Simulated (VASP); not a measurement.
# GaN in VASP: settings compared

GaN is run at these levels: PBE, r2SCAN; tasks: single point.

Everything below comes from runs of VASP 6.6.1. Logs are shortened: lines on timing, memory, paths and dates and some standing lists are left out, and cuts for length are marked.

**1. The cell of the first run**

The structure is cubic, space group F-43m (No. 216). Conventional cell: a = 4.498 Å, b = 4.498 Å, c = 4.498 Å, α = 90.00°, β = 90.00°, γ = 90.00°. Ga (site symmetry -43m) has 4 N at 1.95 Å within 2.6 Å. N (site symmetry -43m) has 4 Ga at 1.95 Å within 2.6 Å.

**2. Single point, PBE**

The input, INCAR:

```
PREC     = Accurate       # precision mode
ENCUT    = 520            # plane-wave cutoff, eV
EDIFF    = 1E-6           # SCF threshold, eV
ISMEAR   = -1             # smearing method
SIGMA    = 0.02           # smearing width, eV
LREAL    = False          # projectors in reciprocal space
LASPH    = True           # aspherical terms in the spheres
NELM     = 100            # most SCF steps
ALGO     = Normal         # electronic algorithm
ISIF     = 2              # what is computed and relaxed
LWAVE    = False          # write WAVECAR
LCHARG   = True           # write CHGCAR
GGA      = PE             # functional
LELF     = True           # ELF
LVHAR    = True         
NBANDS   = 16             # bands
```

The input, KPOINTS:

```
Automatic mesh
0
Gamma
  10 10 10
```

The input, POSCAR:

```
GaN
1.0
    0.0000000000      2.2489525487      2.2489525487
    2.2489525487      0.0000000000      2.2489525487
    2.2489525487      2.2489525487      0.0000000000
Ga N
1 1
Direct
    0.0000000000      0.0000000000      0.0000000000
    0.2500000000      0.2500000000      0.2500000000
```

Potentials or basis: VASP PAW PBE potentials, release 64 (Ga_d, N).

Launch:

```
$ cat potpaw_PBE.64/Ga_d/POTCAR potpaw_PBE.64/N/POTCAR > POTCAR
$ mpirun -np 1 vasp_std > vasp.out
```

OUTCAR:

```text
PREC = Accurate
   ENCUT = 520
   EDIFF = 1E-6
   ISMEAR = -1
   LREAL = False
   LASPH = True
   NELM = 100
   ISIF = 2
   GGA = PE

 ion  position               nearest neighbor table
   1  0.000  0.000  0.000-   2 1.95   2 1.95   2 1.95   2 1.95
   2  0.250  0.250  0.250-   1 1.95   1 1.95   1 1.95   1 1.95

  LATTYP: Found a face centered cubic cell.
 ALAT       =     4.4979050974

  Lattice vectors:

 A1 = (   0.0000000000,   2.2489525487,   2.2489525487)
 A2 = (   2.2489525487,   0.0000000000,   2.2489525487)
 A3 = (   2.2489525487,   2.2489525487,   0.0000000000)

Analysis of symmetry for initial positions (statically):
=====================================================================
 Subroutine PRICEL returns:
 Original cell was already a primitive cell.

 Routine SETGRP: Setting up the symmetry group for a
 face centered cubic supercell.

 Subroutine GETGRP returns: Found 24 space group operations
 (whereof 24 operations were pure point group operations)
 out of a pool of 48 trial point group operations.

The static configuration has the point symmetry T_d .

Analysis of symmetry for dynamics (positions and initial velocities):
=====================================================================
 Subroutine PRICEL returns:
 Original cell was already a primitive cell.

 Routine SETGRP: Setting up the symmetry group for a
 face centered cubic supercell.

 Subroutine GETGRP returns: Found 24 space group operations
 (whereof 24 operations were pure point group operations)
 out of a pool of 48 trial point group operations.

The dynamic configuration has the point symmetry T_d .

 Subroutine INISYM returns: Found 24 space group operations
 (whereof 24 operations are pure point group operations),
 and found     1 'primitive' translations

----------------------------------------------------------------------------------------

                                     Primitive cell

  volume of cell :      22.7494

  direct lattice vectors                    reciprocal lattice vectors
     0.000000000  2.248952549  2.248952549    -0.222325722  0.222325722  0.222325722
     2.248952549  0.000000000  2.248952549     0.222325722 -0.222325722  0.222325722
     2.248952549  2.248952549  0.000000000     0.222325722  0.222325722 -0.222325722

  length of vectors
     3.180499196  3.180499196  3.180499196     0.385079447  0.385079447  0.385079447

  position of ions in fractional coordinates (direct lattice)
     0.000000000  0.000000000  0.000000000
     0.250000000  0.250000000  0.250000000

  ion indices of the primitive-cell ions
   primitive index   ion index
                 1           1
                 2           2

----------------------------------------------------------------------------------------

 KPOINTS: Automatic mesh

Automatic generation of k-mesh.
 Grid dimensions read from file:
 generate k-points for:   10   10   10

 Generating k-lattice:

  Cartesian coordinates                     Fractional coordinates (reciprocal lattice)
    -0.022232572  0.022232572  0.022232572     0.100000000  0.000000000  0.000000000
     0.022232572 -0.022232572  0.022232572     0.000000000  0.100000000  0.000000000
     0.022232572  0.022232572 -0.022232572     0.000000000  0.000000000  0.100000000

  Length of vectors
     0.038507945  0.038507945  0.038507945

  Shift w.r.t. Gamma in fractional coordinates (k-lattice)
     0.000000000  0.000000000  0.000000000

 Subroutine IBZKPT returns following result:
 ===========================================

 Found     47 irreducible k-points:

 Following reciprocal coordinates:
            Coordinates               Weight
  0.000000  0.000000  0.000000      1.000000
  0.100000  0.000000  0.000000      8.000000
  0.200000  0.000000  0.000000      8.000000
  0.300000  0.000000  0.000000      8.000000
  0.400000  0.000000  0.000000      8.000000
  0.500000  0.000000  0.000000      4.000000
[... 16 lines left out ...]
  0.300000  0.300000  0.000000      6.000000
  0.400000  0.300000  0.000000     24.000000
 [... further k-points ...]
   k-points           NKPTS =     47   k-points in BZ     NKDIM =     47   number of bands    NBANDS=     16
   number of dos      NEDOS =    301   number of ions     NIONS =      2
   total plane-waves  NPLWV =  13824
   dimension x,y,z NGX =    24 NGY =   24 NGZ =   24
   dimension x,y,z NGXF=    48 NGYF=   48 NGZF=   48
   ions per type =               1   1
   NGX,Y,Z   is equivalent  to a cutoff of  12.54, 12.54, 12.54 a.u.
   NGXF,Y,Z  is equivalent  to a cutoff of  25.09, 25.09, 25.09 a.u.
 SYSTEM =  unknown system
   PREC   = accura    normal or accurate (medium, high low for compatibility)
   ISTART =      0    job   : 0-new  1-cont  2-samecut
   ICHARG =      2    charge: 1-file 2-atom 10-const
   ISPIN  =      1    spin polarized calculation?
   LNONCOLLINEAR =      F non collinear calculations
   LSORBIT =      F    spin-orbit coupling
[... 108 lines left out ...]
      6      -6.8927      2.00000
[... 8 lines left out ...]
     15      24.0723      0.00000
     16      24.0723      0.00000

 k-point     6 :       0.5000    0.0000    0.0000
  band No.  band energies     occupation
      1      -9.7098      2.00000
      2      -8.0102      2.00000
      3      -8.0102      2.00000
      4      -7.7256      2.00000
      5      -7.7256      2.00000
      6      -6.5290      2.00000
[... 8 lines left out ...]
     15      25.0843      0.00000
     16      25.0843      0.00000

 k-point     7 :       0.1000    0.1000    0.0000
  band No.  band energies     occupation
      1     -10.4900      2.00000
      2      -8.0731      2.00000
      3      -8.0731      2.00000
      4      -8.0642      2.00000
      5      -7.7839      2.00000
      6      -7.7660      2.00000
[... 8 lines left out ...]
     15      24.4567      0.00000
     16      24.9532      0.00000

 k-point     8 :       0.2000    0.1000    0.0000
  band No.  band energies     occupation
      1     -10.2665      2.00000
      2      -8.0525      2.00000
      3      -8.0398      2.00000
      4      -7.9537      2.00000
      5      -7.7818      2.00000
      6      -7.7586      2.00000
[... 8 lines left out ...]
     15      24.0218      0.00000
     16      24.1285      0.00000

 k-point     9 :       0.3000    0.1000    0.0000
  band No.  band energies     occupation
      1      -9.9766      2.00000
      2      -8.0267      2.00000
      3      -8.0070      2.00000
      4      -7.8228      2.00000
      5      -7.7458      2.00000
      6      -7.5817      2.00000
[... 8 lines left out ...]
     15      23.1770      0.00000
     16      24.1004      0.00000
[... 172 lines left out ...]
 k-point    19 :       0.5000    0.2000    0.0000
  band No.  band energies     occupation
      1      -9.6330      2.00000
      2      -7.9940      2.00000
      3      -7.9314      2.00000
      4      -7.8161      2.00000
      5      -7.7216      2.00000
      6      -6.4238      2.00000
[... 8 lines left out ...]
     15      25.6697      0.00000
     16      26.0543      0.00000

 k-point    20 :      -0.4000    0.2000    0.0000
  band No.  band energies     occupation
      1      -9.6253      2.00000
      2      -7.9990      2.00000
      3      -7.9376      2.00000
      4      -7.7851      2.00000
      5      -7.7461      2.00000
      6      -6.2962      2.00000
[... 8 lines left out ...]
     15      24.0601      0.00000
     16      25.6984      0.00000

 k-point    21 :      -0.3000    0.2000    0.0000
  band No.  band energies     occupation
      1      -9.6928      2.00000
      2      -8.0007      2.00000
      3      -7.9560      2.00000
      4      -7.7802      2.00000
      5      -7.7773      2.00000
      6      -6.7631      2.00000
[... 8 lines left out ...]
     15      22.7273      0.00000
     16      26.0427      0.00000

 k-point    22 :      -0.2000    0.2000    0.0000
  band No.  band energies     occupation
      1      -9.8520      2.00000
      2      -8.0083      2.00000
      3      -7.9934      2.00000
      4      -7.7961      2.00000
      5      -7.7871      2.00000
      6      -7.3267      2.00000
[... 8 lines left out ...]
     15      22.7865      0.00000
     16      25.9845      0.00000

 k-point    23 :       0.3000    0.3000    0.0000
  band No.  band energies     occupation
      1      -9.7639      2.00000
      2      -7.9500      2.00000
      3      -7.9062      2.00000
      4      -7.9062      2.00000
      5      -7.7223      2.00000
      6      -7.3142      2.00000
[... 8 lines left out ...]
     15      27.4435      0.00000
     16      27.9116      0.00000

 k-point    24 :       0.4000    0.3000    0.0000
  band No.  band energies     occupation
      1      -9.6438      2.00000
      2      -7.9683      2.00000
      3      -7.8713      2.00000
      4      -7.8707      2.00000
      5      -7.7120      2.00000
      6      -6.8586      2.00000
[... 8 lines left out ...]
     15      27.7590      0.00000
     16      27.8417      0.00000

 [... further k-points ...]

------------------------ aborting loop because EDIFF is reached ----------------------------------------

  FORCE on cell =-STRESS in cart. coord.  units (eV):
  Direction    XX          YY          ZZ          XY          YZ          ZX
  --------------------------------------------------------------------------------------
  -------------------------------------------------------------------------------------
  Total        0.8912243      0.8912243      0.8912243     -0.0000000      0.0000000     -0.0000000
  in kB       62.7663267     62.7663267     62.7663267     -0.0000000      0.0000000     -0.0000000
  external PRESSURE =      62.7663267 kB  Pullay stress =       0.0000000 kB

 VOLUME and BASIS-vectors are now :
 -----------------------------------------------------------------------------
  energy-cutoff  :      520.00
  volume of cell :       22.75
      direct lattice vectors                 reciprocal lattice vectors
     0.000000000  2.248952549  2.248952549    -0.222325722  0.222325722  0.222325722
     2.248952549  0.000000000  2.248952549     0.222325722 -0.222325722  0.222325722
     2.248952549  2.248952549  0.000000000     0.222325722  0.222325722 -0.222325722

 POSITION                                       TOTAL-FORCE (eV/Angst)
 -----------------------------------------------------------------------------------
      0.00000      0.00000      0.00000        -0.000000     -0.000000     -0.000000
      1.12448      1.12448      1.12448         0.000000      0.000000      0.000000
 -----------------------------------------------------------------------------------
    total drift:                                0.000002      0.000002      0.000002

  FREE ENERGIE OF THE ION-ELECTRON SYSTEM (eV)
  ---------------------------------------------------
  free  energy   TOTEN  =       -12.1382224346 eV

  energy  without entropy=      -12.1382224346  energy(sigma->0) =      -12.13822243
```

Wall time 6.6 s (1 thread of Intel Xeon 6975P-C (Granite Rapids), shared host); peak memory 0.14 GiB.

What came out:

```yaml
Free_energy: -12.1382 eV
Pressure: 6.3 GPa
Band_gap_on_the_k_mesh: 1.76 eV, direct
```

Expect the measured gap to be larger: semilocal functionals such as PBE lack the derivative discontinuity.

**3. Single point, PBE (shear xy strain -1.0%)**

The input, INCAR:

```
  ALGO = Normal
  EDIFF = 1E-7
  ENCUT = 520
  GGA = PE
  ISIF = 2
  ISMEAR = 0
  LASPH = T
  LCHARG = F
  LREAL = F
  LWAVE = F
  NBANDS = 16
  NELM = 60
  PREC = Accurate
  SIGMA = 0.01
```

The input, KPOINTS:

```
k-points
0
Gamma
  6 6 6
```

The input, POSCAR:

```
GaN
1.0
   -0.0112447627      2.2489525487      2.2489525487
    2.2489525487     -0.0112447627      2.2489525487
    2.2377077859      2.2377077859      0.0000000000
Ga N
1 1
Direct
   -0.0007240356     -0.0007240356      0.0007240356
    0.2507240356      0.2507240356      0.2492759644
```

Potentials or basis: VASP PAW PBE potentials, release 64 (Ga_d, N).

Launch:

```
$ cat potpaw_PBE.64/Ga_d/POTCAR potpaw_PBE.64/N/POTCAR > POTCAR
$ mpirun -np 1 vasp_std > vasp.out
```

Run time: 6.6 s. Hardware: 1 thread of Intel Xeon 6975P-C (Granite Rapids), shared host; peak memory 0.14 GiB.

It converged, with:

```yaml
Free_energy: -12.1327 eV
Pressure: 6.2 GPa
Largest_force: 0.007 eV/Å
Band_gap_on_the_k_mesh: 1.73 eV, direct
```

Forces on the atoms (eV/Å):
```
Ga   0.000  0.000 -0.007
N    0.000  0.000  0.007
```

Stress tensor (GPa, compression positive):
```
6.21 1.55 0.00
1.55 6.21 0.00
0.00 0.00 6.20
```

Levels at points of the mesh, in eV from the valence-band top:
```
           k point  band 7  band 8  band 9  band 10  band 11  band 12
(0.00, 0.00, 0.00)   -0.06   -0.03    0.00     1.73    10.19    10.31
(0.50, 0.00, 0.00)   -7.13   -1.00   -0.97     4.69     8.70    10.40
(0.50, 0.50, 0.00)   -6.18   -2.83   -2.69     3.31     6.67    11.72
(0.00, 0.00, 0.50)   -7.09   -1.05   -1.01     4.60     8.74    10.29
(0.50, 0.00, 0.50)   -6.18   -2.76   -2.76     3.32     6.66    11.71
```

Caveat: the cell differs from its parent crystal (shear xy strain -1.0%).

**4. Single point, r2SCAN (strain -3.0%)**

The input, POSCAR:

```
GaN
1.0
    0.0000000000      2.1814839722      2.1814839722
    2.1814839722      0.0000000000      2.1814839722
    2.1814839722      2.1814839722      0.0000000000
Ga N
1 1
Direct
    0.0000000000      0.0000000000      0.0000000000
    0.2500000000      0.2500000000      0.2500000000
```

The input, INCAR.step1:

```
PREC = Accurate
ENCUT = 520
ISMEAR = 0
SIGMA = 0.01
LREAL = F
LASPH = T
NELM = 60
NBANDS = 16
GGA = PE
ALGO = Normal
EDIFF = 1E-4
LWAVE = T
LCHARG = F
```

The input, INCAR.step2:

```
PREC = Accurate
ENCUT = 520
EDIFF = 1E-7
ISMEAR = 0
SIGMA = 0.01
LREAL = F
LASPH = T
NELM = 60
ALGO = Normal
ISIF = 2
LWAVE = F
LCHARG = F
METAGGA = R2SCAN
LMIXTAU = T
NBANDS = 16
ISTART = 1
```

The input, KPOINTS:

```
Automatic mesh
0
Gamma
  10 10 10
```

Launch:

```
$ cat potpaw_PBE.64/Ga_d/POTCAR potpaw_PBE.64/N/POTCAR > POTCAR
$ cp INCAR.step1 INCAR
$ mpirun -np 1 vasp_std > vasp.out
$ cp INCAR.step2 INCAR
$ mpirun -np 1 vasp_std > vasp.out
```

Run time: 25 s. Hardware: 1 thread of Intel Xeon 6975P-C (Granite Rapids), shared host; peak memory 0.15 GiB.

Results (log left out):

| Property | Result |
| --- | --- |
| Free energy | -21.7542 eV |
| Pressure | 23.2 GPa |
| Band gap on the k mesh | 2.77 eV, direct |

Levels at points of the mesh, in eV from the valence-band top:
| k point | band 6 | band 7 | band 8 | band 9 | band 10 | band 11 | band 12 | band 13 |
| --- | --- | --- | --- | --- | --- | --- | --- | --- |
| (0.00, 0.00, 0.00) | -13.48 | 0.00 | 0.00 | 0.00 | 2.77 | 11.65 | 11.65 | 11.65 |
| (0.50, 0.00, 0.00) | -12.32 | -7.85 | -1.13 | -1.13 | 5.86 | 9.96 | 11.52 | 11.52 |
| (0.50, 0.50, 0.00) | -11.96 | -6.65 | -3.16 | -3.16 | 3.80 | 7.83 | 13.38 | 16.05 |

Caveat: the cell differs from its parent crystal (strain -3.0%); the PAW data sets were made with another functional, which shifts forces and pressure a little.

**5. Single point, r2SCAN**

The input, POSCAR:

```
GaN
1.0
    0.0000000000      2.2489525487      2.2489525487
    2.2489525487      0.0000000000      2.2489525487
    2.2489525487      2.2489525487      0.0000000000
Ga N
1 1
Direct
    0.0000000000      0.0000000000      0.0000000000
    0.2500000000      0.2500000000      0.2500000000
```

The input, INCAR.step1:

```
SYSTEM = GaN
PREC     = Accurate       ! precision mode
ENCUT    = 520            ! plane-wave cutoff, eV
ISMEAR   = 0              ! smearing method
SIGMA    = 0.01           ! smearing width, eV
LREAL    = .FALSE.        ! projectors in reciprocal space
LASPH    = .TRUE.         ! aspherical terms in the spheres
NELM     = 80             ! most SCF steps
NBANDS   = 16             ! bands
GGA      = PE             ! functional
ALGO     = Normal         ! electronic algorithm
EDIFF    = 1E-4           ! SCF threshold, eV
LWAVE    = .TRUE.         ! write WAVECAR
LCHARG   = .FALSE.        ! write CHGCAR
```

The input, INCAR.step2:

```
SYSTEM = GaN
PREC     = Accurate       ! precision mode
ENCUT    = 520            ! plane-wave cutoff, eV
EDIFF    = 1E-7           ! SCF threshold, eV
ISMEAR   = 0              ! smearing method
SIGMA    = 0.01           ! smearing width, eV
LREAL    = .FALSE.        ! projectors in reciprocal space
LASPH    = .TRUE.         ! aspherical terms in the spheres
NELM     = 80             ! most SCF steps
ALGO     = Normal         ! electronic algorithm
ISIF     = 2              ! what is computed and relaxed
LWAVE    = .FALSE.        ! write WAVECAR
LCHARG   = .FALSE.        ! write CHGCAR
METAGGA  = R2SCAN         ! meta-GGA
LMIXTAU  = .TRUE.       
NBANDS   = 16             ! bands
ISTART   = 1
```

The input, KPOINTS:

```
Automatic mesh
0
G
  10 10 10
  0 0 0
```

Launch:

```
$ cat potpaw_PBE.64/Ga_d/POTCAR potpaw_PBE.64/N/POTCAR > POTCAR
$ cp INCAR.step1 INCAR
$ mpirun -np 1 vasp_std > vasp.out
$ cp INCAR.step2 INCAR
$ mpirun -np 1 vasp_std > vasp.out
```

Wall time 29 s (1 thread of Intel Xeon 6975P-C (Granite Rapids), shared host); peak memory 0.15 GiB.

It converged, with:

```yaml
Free_energy: -21.8964 eV
Pressure: 1.1 GPa
Band_gap_on_the_k_mesh: 2.16 eV, direct
```

Levels at points of the mesh, in eV from the valence-band top:
| k point | band 5 | band 6 | band 7 | band 8 | band 9 | band 10 | band 11 | band 12 | band 13 | band 14 |
| --- | --- | --- | --- | --- | --- | --- | --- | --- | --- | --- |
| (0.00, 0.00, 0.00) | -13.48 | -13.48 | 0.00 | 0.00 | 0.00 | 2.16 | 11.04 | 11.04 | 11.04 | 18.64 |
| (0.50, 0.00, 0.00) | -13.43 | -12.35 | -7.20 | -1.00 | -1.00 | 5.21 | 9.47 | 11.03 | 11.03 | 16.56 |
| (0.50, 0.50, 0.00) | -13.40 | -11.97 | -6.24 | -2.80 | -2.80 | 3.77 | 7.28 | 12.63 | 15.01 | 15.01 |

Caveat: the PAW data sets were made with another functional, which shifts forces and pressure a little.

**6. Overview**

| level | cell | k mesh | smearing | gap on the mesh (eV) | pressure (GPa) |
| --- | --- | --- | --- | --- | --- |
| PBE | a = 3.180 Å, angles 60.0°, 2 atoms | 10 × 10 × 10 | fermi-dirac 0.02 eV | 1.76 | 6.3 |
| PBE | a = 3.181, b = 3.181, c = 3.165 Å, angles 60.2, 60.2, 60.3°, 2 atoms | 6 × 6 × 6 | gaussian 0.01 eV | 1.73 | 6.2 |
| r2SCAN | a = 3.085 Å, angles 60.0°, 2 atoms | 10 × 10 × 10 | gaussian 0.01 eV | 2.77 | 23.2 |
| r2SCAN | a = 3.180 Å, angles 60.0°, 2 atoms | 10 × 10 × 10 | gaussian 0.01 eV | 2.16 | 1.1 |

Alike in all rows: task single point; potentials or basis VASP PAW PBE potentials, release 64 (Ga_d, N); no spin polarisation; cutoff (eV) 520.

Caveats: the PAW data sets were made with another functional, which shifts forces and pressure a little (some runs).

Absolute energies hang on the potentials; compare differences alone.
